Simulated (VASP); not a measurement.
A run of VASP 6.6.1:

File INCAR:

```
PREC = Accurate
ENCUT = 520
EDIFF = 1E-7
ISMEAR = -1
SIGMA = 0.1
LREAL = False
LASPH = True
NELM = 80
ALGO = Normal
ISIF = 2
LWAVE = False
LCHARG = False
GGA = RE
NBANDS = 14
```

Contents of KPOINTS:

```
Automatic mesh
0
Gamma
  14 14 4
```

The input POSCAR:

```
Al
1.0
    2.8206652492      0.0000000000      0.0000000000
   -1.4103326246      2.4427677614      0.0000000000
    0.0000000000      0.0000000000      9.3609214676
Al
4
Direct
    0.0000000000      0.0000000000      0.0000000000
    0.0000000000      0.0000000000      0.5000000000
    0.3333333333      0.6666666667      0.2500000000
    0.6666666667      0.3333333333      0.7500000000
```

Potentials or basis: VASP PAW PBE potentials, release 64 (Al).

Run with:

```console
$ cat potpaw_PBE.64/Al/POTCAR > POTCAR
$ mpirun -np 1 vasp_std > vasp.out
```

Hardware: 1 thread of Intel(R) Xeon(R) Platinum 8259CL CPU @ 2.50GHz (Skylake/Cascade Lake) (shared host).

**Question.** How long does it take, and how much memory?

**Answer.** Run time: 40 s on 1 thread of Intel(R) Xeon(R) Platinum 8259CL CPU @ 2.50GHz (Skylake/Cascade Lake), on a shared host, peak memory 0.2 GiB. Counts: scf iterations 13, k points 72.
